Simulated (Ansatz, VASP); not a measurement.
**Two plane-wave programs on Ni**

```
Ni
1.0
     2.31301    0.00000    0.00000
     0.00000    2.31301    0.00000
     0.00000    0.00000    2.31301
Ni
1
Direct
  0.00000 0.00000 0.00000
```

Alike in both runs: task single point; functional revPBE; k mesh 15 × 15 × 15; occupations fermi-dirac, width 0.1 eV; no spin polarisation.

|  | VASP | Ansatz |
| --- | --- | --- |
| version | VASP 6.6.1 | Ansatz 0.2.0 |
| potentials or method | VASP PAW PBE potentials, release 64 (Ni), cutoff 600 eV | plane waves (420 eV) with PAW, scalar-relativistic |
| valence electrons in the cell | 10 | 18 |

```csv
,VASP,Ansatz,Ansatz less VASP
pressure (GPa),5.9,5.9,+0.08
```

VASP's potentials were made for PBE, not for revPBE. With one functional, cell and mesh, what is left measures potentials, basis and numerics. VASP's potentials hold 10 valence electrons a cell and Ansatz's 18, so a difference there can come from the potentials and not from the codes.
